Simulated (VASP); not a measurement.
# MnS (P6_3mc) in VASP: further runs

The runs below take MnS through single point, with PBE.

All numbers are computed with VASP 6.6.1; they aren't measurements. Logs are shortened: lines on timing, memory, paths and dates and some standing lists are left out, and cuts for length are marked.

**1. The cell of the first run**

It takes space group P6_3mc (No. 186, hexagonal). Conventional cell: a = 3.976 Å, b = 3.976 Å, c = 6.432 Å, α = 90.00°, β = 90.00°, γ = 120.00°. Mn (site symmetry 3m) has 4 S at 2.41 to 2.48 Å within 3.2 Å. S (site symmetry 3m) has 4 Mn at 2.41 to 2.48 Å within 3.2 Å.

**2. Single point, PBE, collinear spin, ferromagnetic start**

INCAR

```
SYSTEM = MnS
  ALGO = Normal
  EDIFF = 1E-6
  ENCUT = 520
  GGA = PE
  ISIF = 2
  ISMEAR = 0
  ISPIN = 2
  LASPH = .True.
  LCHARG = .True.
  LELF = .True.
  LMAXMIX = 4
  LORBIT = 11
  LREAL = .False.
  LVHAR = .True.
  LWAVE = .False.
  MAGMOM = 4.5 4.5 0 0
  NBANDS = 31
  NELM = 150
  PREC = Accurate
  SIGMA = 0.1
```

KPOINTS

```
k-points
0
Gamma
  6 6 4
  0 0 0
```

POSCAR

```
MnS
1.0
    3.9760013000      0.0000000000      0.0000000000
   -1.9880006500      3.4433181300      0.0000000000
    0.0000000000      0.0000000000      6.4320000000
Mn S
2 2
Direct
    0.3333333300      0.6666666700      0.0000000000
    0.6666666700      0.3333333300      0.5000000000
    0.3333333300      0.6666666700      0.3850000000
    0.6666666700      0.3333333300      0.8850000000
```

Potentials or basis: VASP PAW PBE potentials, release 64 (Mn_pv, S).

On the command line:

```sh
> cat potpaw_PBE.64/Mn_pv/POTCAR potpaw_PBE.64/S/POTCAR > POTCAR
> mpirun -np 1 vasp_std > vasp.out
```

OUTCAR:

```text
SYSTEM = MnS
   EDIFF = 1E-6
   ENCUT = 520
   GGA = PE
   ISIF = 2
   ISMEAR = 0
   ISPIN = 2
   LASPH = .True.
   LORBIT = 11
   LREAL = .False.
   NELM = 150
   PREC = Accurate

 ion  position               nearest neighbor table
   1  0.333  0.667  0.000-   4 2.41   4 2.41   4 2.41   3 2.48
   2  0.667  0.333  0.500-   3 2.41   3 2.41   3 2.41   4 2.48
   3  0.333  0.667  0.385-   2 2.41   2 2.41   2 2.41   1 2.48
   4  0.667  0.333  0.885-   1 2.41   1 2.41   1 2.41   2 2.48

  LATTYP: Found a hexagonal cell.
 ALAT       =     3.9760013000
 C/A-ratio  =     1.6177057085

  Lattice vectors:

 A1 = (   3.9760013000,   0.0000000000,   0.0000000000)
 A2 = (  -1.9880006500,   3.4433181300,   0.0000000000)
 A3 = (   0.0000000000,   0.0000000000,   6.4320000000)

Analysis of symmetry for initial positions (statically):
=====================================================================
 Subroutine PRICEL returns:
 Original cell was already a primitive cell.

 Routine SETGRP: Setting up the symmetry group for a
 hexagonal supercell.

 Subroutine GETGRP returns: Found 12 space group operations
 (whereof  6 operations were pure point group operations)
 out of a pool of 24 trial point group operations.

The static configuration has the point symmetry C_3v.
 The point group associated with its full space group is C_6v.

Analysis of symmetry for dynamics (positions and initial velocities):
=====================================================================
 Subroutine PRICEL returns:
 Original cell was already a primitive cell.

 Routine SETGRP: Setting up the symmetry group for a
 hexagonal supercell.

 Subroutine GETGRP returns: Found 12 space group operations
 (whereof  6 operations were pure point group operations)
 out of a pool of 24 trial point group operations.

The dynamic configuration has the point symmetry C_3v.
 The point group associated with its full space group is C_6v.

Analysis of structural, dynamic, and magnetic symmetry:
=====================================================================
 Subroutine PRICEL returns:
 Original cell was already a primitive cell.

 Routine SETGRP: Setting up the symmetry group for a
 hexagonal supercell.

 Subroutine GETGRP returns: Found 12 space group operations
 (whereof  6 operations were pure point group operations)
 out of a pool of 24 trial point group operations.

The overall configuration has the point symmetry C_3v.
 The point group associated with its full space group is C_6v.

 Subroutine INISYM returns: Found 12 space group operations
 (whereof  6 operations are pure point group operations),
 and found     1 'primitive' translations

----------------------------------------------------------------------------------------

                                     Primitive cell

  volume of cell :      88.0582

  direct lattice vectors                    reciprocal lattice vectors
     3.976001300  0.000000000  0.000000000     0.251508972  0.145208773  0.000000000
    -1.988000650  3.443318130  0.000000000     0.000000000  0.290417546  0.000000000
     0.000000000  0.000000000  6.432000000     0.000000000  0.000000000  0.155472637

  length of vectors
     3.976001300  3.976001299  6.432000000     0.290417546  0.290417546  0.155472637

  position of ions in fractional coordinates (direct lattice)
     0.333333330  0.666666670  0.000000000
     0.666666670  0.333333330  0.500000000
     0.333333330  0.666666670  0.385000000
     0.666666670  0.333333330  0.885000000

  ion indices of the primitive-cell ions
   primitive index   ion index
                 1           1
                 2           2
                 3           3
                 4           4

----------------------------------------------------------------------------------------

 KPOINTS: k-points

Automatic generation of k-mesh.
 Grid dimensions read from file:
 generate k-points for:    6    6    4

 Generating k-lattice:

  Cartesian coordinates                     Fractional coordinates (reciprocal lattice)
     0.041918162  0.024201462  0.000000000     0.166666667  0.000000000  0.000000000
     0.000000000  0.048402924  0.000000000     0.000000000  0.166666667  0.000000000
     0.000000000  0.000000000  0.038868159     0.000000000  0.000000000  0.250000000

  Length of vectors
     0.048402924  0.048402924  0.038868159

  Shift w.r.t. Gamma in fractional coordinates (k-lattice)
     0.000000000  0.000000000  0.000000000

 Subroutine IBZKPT returns following result:
 ===========================================

 Found     21 irreducible k-points:

 Following reciprocal coordinates:
            Coordinates               Weight
  0.000000  0.000000  0.000000      1.000000
  0.166667  0.000000  0.000000      6.000000
  0.333333  0.000000  0.000000      6.000000
  0.500000  0.000000  0.000000      3.000000
  0.166667  0.166667  0.000000      6.000000
  0.333333  0.166667  0.000000     12.000000
[... 13 lines left out ...]
  0.333333  0.166667  0.500000     12.000000
  0.333333  0.333333  0.500000      2.000000
   k-points           NKPTS =     21   k-points in BZ     NKDIM =     21   number of bands    NBANDS=     31
   number of dos      NEDOS =    301   number of ions     NIONS =      4
   total plane-waves  NPLWV =  43200
   dimension x,y,z NGX =    30 NGY =   30 NGZ =   48
   dimension x,y,z NGXF=    60 NGYF=   60 NGZF=   96
   ions per type =               2   2
   NGX,Y,Z   is equivalent  to a cutoff of  12.54, 12.54, 12.41 a.u.
   NGXF,Y,Z  is equivalent  to a cutoff of  25.09, 25.09, 24.81 a.u.
 SYSTEM =  MnS
   PREC   = accura    normal or accurate (medium, high low for compatibility)
   ISTART =      0    job   : 0-new  1-cont  2-samecut
   ICHARG =      2    charge: 1-file 2-atom 10-const
   ISPIN  =      2    spin polarized calculation?
   LNONCOLLINEAR =      F non collinear calculations
   LSORBIT =      F    spin-orbit coupling
   LASPH  =      T    aspherical Exc in radial PAW
   ENCUT  =  520.0 eV  38.22 Ry    6.18 a.u.   7.39  7.39 11.96*2*pi/ulx,y,z
   NELM   =    150;   NELMIN=  2; NELMDL= -5     # of ELM steps
   EDIFF  = 0.1E-05   stopping-criterion for ELM
   LREAL  =      F    real-space projection
   EDIFFG = 0.1E-04   stopping-criterion for IOM
   NSW    =      0    number of steps for IOM
   IBRION =     -1    ionic relax: 0-MD 1-quasi-New 2-CG
   NFREE  =      0    steps in history (QN), initial steepest desc. (CG)
   ISIF   =      2    stress and relaxation
   ISYM   =      2    0-nonsym 1-usesym 2-fastsym
   POTIM  = 0.5000    time-step for ionic-motion
   TEBEG  =    0.0;   TEEND  =   0.0 temperature during run
   PSTRESS=    0.0 pullay stress
   NELECT =      38.0000    total number of electrons
   NUPDOWN=      -1.0000    fix difference up-down
   EMIN   =  10.00;   EMAX   =-10.00  energy-range for DOS
   EFERMI =   0.00;   METHOD = LEGACY
   ISMEAR =     0;   SIGMA  =   0.10  broadening in eV -4-tet -1-fermi 0-gaus
   EFERMI_NEDOS =   21; number of points for ismear=-14 and -15
   IALGO  =     38    algorithm
   IMIX   =      4    mixing-type and parameters
     AMIX     =   0.40;   BMIX     =  1.00
     AMIX_MAG =   1.60;   BMIX_MAG =  1.00
  volume/ion in A,a.u.               =      22.01       148.56
  Fermi-wavevector in a.u.,A,eV,Ry     =   1.237123  2.337823 20.823345  1.530473
  Thomas-Fermi vector in A             =   2.371703
   LORBIT       =     11    0 simple, 1 ext, 2 COOP (PROOUT), +10 PAW based schemes
   GGA     = PE    functional components
   LHFCALC =     F    Hartree Fock is set to
   AEXX    =    0.0000 exact exchange contribution
   IVDW    =     0    specifies the selected vdW correction
   LEPSILON=     F    determine dielectric tensor
   LRPA    =     F    only Hartree local field effects (RPA)
 spin polarized calculation
 Gauss-broadening in eV      SIGMA  =   0.10
  energy-cutoff  :      520.00
  volume of cell :       88.06
 maximum number of plane-waves:      2412
 NGX is ok and might be reduce to    30
   NGX = 15   NGY = 15   NGZ = 23

 number of electron      37.9999996 magnetization      10.0001492

 number of electron      37.9999996 magnetization       9.9223992

 Free energy of the ion-electron system (eV)
  ---------------------------------------------------
  ext. energy  EPLUGINS =         0.00000000
  ---------------------------------------------------
  free energy    TOTEN  =       -28.18156229 eV

  energy without entropy =      -28.17666052  energy(sigma->0) =      -28.17911141

 E-fermi :   4.5714     XC(G=0):  -9.2864

 val. band max:        4.5122745979   @ k =   0.0000   0.0000   0.0000
 cond. band min:       4.5798167822   @ k =   0.3333   0.0000   0.0000
 fundamental gap:      0.0675421844
 Fermi energy:         4.5713857832

 spin component 1

 k-point     1 :       0.0000    0.0000    0.0000
  band No.  band energies     occupation
      1     -46.2752      1.00000
      2     -46.2720      1.00000
      3     -46.2675      1.00000
      4     -46.2675      1.00000
      5     -46.2669      1.00000
      6     -46.2669      1.00000
[... 703 lines left out ...]
     30      10.7934      0.00000
     31      13.0283      0.00000
 Fermi energy:         4.5713857832

 spin component 2

 k-point     1 :       0.0000    0.0000    0.0000
  band No.  band energies     occupation
      1     -41.6589      1.00000
      2     -41.6589      1.00000
      3     -41.6582      1.00000
      4     -41.6582      1.00000
      5     -41.6564      1.00000
      6     -41.6518      1.00000
[... 703 lines left out ...]
     30      11.9406      0.00000
     31      13.7857      0.00000

------------------------ aborting loop because EDIFF is reached ----------------------------------------

  FORCE on cell =-STRESS in cart. coord.  units (eV):
  Direction    XX          YY          ZZ          XY          YZ          ZX
  --------------------------------------------------------------------------------------
  -------------------------------------------------------------------------------------
  Total        1.0387004      1.0387004      0.0360895      0.0000000      0.0000000      0.0000000
  in kB       18.8986679     18.8986679      0.6566322      0.0000000      0.0000000      0.0000000
  external PRESSURE =      12.8179893 kB  Pullay stress =       0.0000000 kB

 VOLUME and BASIS-vectors are now :
 -----------------------------------------------------------------------------
  energy-cutoff  :      520.00
  volume of cell :       88.06
      direct lattice vectors                 reciprocal lattice vectors
     3.976001300  0.000000000  0.000000000     0.251508972  0.145208773  0.000000000
    -1.988000650  3.443318130  0.000000000     0.000000000  0.290417546  0.000000000
     0.000000000  0.000000000  6.432000000     0.000000000  0.000000000  0.155472637

 POSITION                                       TOTAL-FORCE (eV/Angst)
 -----------------------------------------------------------------------------------
     -0.00000      2.29555      0.00000        -0.000000     -0.000000      0.185003
      1.98800      1.14777      3.21600         0.000000      0.000000      0.185003
     -0.00000      2.29555      2.47632         0.000000      0.000000     -0.185003
      1.98800      1.14777      5.69232         0.000000      0.000000     -0.185003
 -----------------------------------------------------------------------------------
    total drift:                               -0.000020      0.000011      0.000258

  FREE ENERGIE OF THE ION-ELECTRON SYSTEM (eV)
  ---------------------------------------------------
  free  energy   TOTEN  =       -28.1815622919 eV

  energy  without entropy=      -28.1766605206  energy(sigma->0) =      -28.17911141

 total charge

# of ion       s       p       d       tot
------------------------------------------
    1        0.260   6.210   4.902  11.371
    2        0.260   6.210   4.902  11.371
    3        1.314   2.453   0.000   3.767
    4        1.314   2.453   0.000   3.767
--------------------------------------------------
tot          3.147  17.326   9.803  30.277

 magnetization (x)

# of ion       s       p       d       tot
------------------------------------------
    1        0.049   0.067   4.235   4.350
    2        0.049   0.067   4.235   4.350
    3        0.012   0.085   0.000   0.097
    4        0.012   0.085   0.000   0.097
--------------------------------------------------
tot          0.122   0.303   8.469   8.894
```

It took 1.8 min on 1 thread of Intel Xeon Platinum 8259CL at 2.50GHz (Skylake/Cascade Lake), shared host; peak memory 0.27 GiB.

Results:

```
Free energy                                           : -28.1816 eV
Pressure                                              : 1.3 GPa
Largest force                                         : 0.185 eV/Å
Net moment                                            : 9.92 μB per cell
Site moments                                          : Mn +4.35; S +0.10 μB
Valence electrons inside the program's atomic spheres : Mn 11.37; S 3.77
```

Forces in eV/Å, atoms in the order of the input:
```
Mn   0.000  0.000  0.185
Mn   0.000  0.000  0.185
S    0.000  0.000 -0.185
S    0.000  0.000 -0.185
```

Caveat: semilocal functionals often make such compounds metallic where correlation or magnetic order opens a gap, which also shifts bond lengths; only a ferromagnetic start was run, and an antiferromagnetic order may lie lower in energy.

(Continued in part 2 of 2.)
